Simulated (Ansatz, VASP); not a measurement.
## AlRu: VASP beside Ansatz

The input INCAR:

```
SYSTEM = AlRu
ALGO = Normal
EDIFF = 1E-6
EDIFFG = -0.002
ENCUT = 600
GGA = CA
IBRION = 2
ISIF = 3
ISMEAR = -1
LASPH = .TRUE.
LCHARG = .FALSE.
LREAL = .FALSE.
LWAVE = .FALSE.
NELM = 80
NSW = 100
PREC = Accurate
SIGMA = 0.05
```

Contents of KPOINTS:

```
k-points
0
G
  16 16 16
  0 0 0
```

The input POSCAR:

```
AlRu
1.0
    2.9916000000      0.0000000000      0.0000000000
    0.0000000000      2.9916000000      0.0000000000
    0.0000000000      0.0000000000      2.9916000000
Al Ru
1 1
Direct
    0.0000000000      0.0000000000      0.0000000000
    0.5000000000      0.5000000000      0.5000000000
```

Input for Ansatz:

```yaml
crystal:
  lattice:
    - [2.9916, 0.0, 0.0]
    - [0.0, 2.9916, 0.0]
    - [0.0, 0.0, 2.9916]
  atoms:
    - { symbol: Al, position: [0.0, 0.0, 0.0] }
    - { symbol: Ru, position: [0.5, 0.5, 0.5] }
kpoints:
  mp_grid: { grid: [16, 16, 16] }
scf:
  occupations: { method: fermi_dirac, width: 0.05 }
hamiltonian:
  xc: lda
  pseudopotentials: { kind: paw }
relax:
  f_tol: 0.002
  max_steps: 80
  cell: {}
output:
  forces: true
  stress: true
```

Alike in both runs: task relaxation of cell and atoms; functional LDA; k mesh 16 × 16 × 16; occupations fermi-dirac, width 0.05 eV; no spin polarisation.

|  | VASP | Ansatz |
| --- | --- | --- |
| version | VASP 6.6.1 | Ansatz 0.2.0 |
| potentials or method | VASP PAW LDA potentials, release 64 (Al, Ru_pv) | PAW with Ansatz's default frozen-core files, scalar-relativistic |
| plane-wave cutoff (eV) | 600 | 420 |
| valence electrons in the cell | 17 | 19 |

Ansatz gave:

```
relaxed volume (Å³/atom)                                     : 12.89
relaxed cell length with the largest relative difference (Å) : 2.954
```

Q: Which values does VASP return?

A: Relaxed volume (Å³/atom): 12.92; relaxed cell length with the largest relative difference (Å): 2.956.

LDA's correlation is that of Perdew and Zunger in VASP and of Perdew and Wang (1992) in Ansatz. VASP's potentials hold 17 valence electrons a cell and Ansatz's 19, so a difference there can come from the potentials and not from the codes.
